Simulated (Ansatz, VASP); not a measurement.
One calculation of SnTe, two programs

```xyz
2
Lattice="0.0000 3.2050 3.2050 3.2050 0.0000 3.2050 3.2050 3.2050 0.0000" Properties=species:S:1:pos:R:3 pbc="T T T"
Sn    0.0000    0.0000    0.0000
Te    3.2050    3.2050    3.2050
```

Alike in both runs: task single point; functional PBE; k mesh 6 × 6 × 6; occupations fermi-dirac, width 0.02 eV; no spin polarisation.

|  | VASP | Ansatz |
| --- | --- | --- |
| version | VASP 6.6.1 | Ansatz 0.2.0 development build |
| potentials or method | VASP PAW PBE potentials, release 64 (Sn_d, Te), cutoff 520 eV | plane waves, all-electron PAW datasets generated for the crystal |

|  | VASP | Ansatz | Ansatz less VASP |
| --- | --- | --- | --- |
| gap on the k mesh at the Fermi level (eV) | 0.05 | 0.05 | 0.000 |

Ansatz ran all-electron here, and VASP with PAW potentials.

Neither program's run includes spin-orbit coupling.
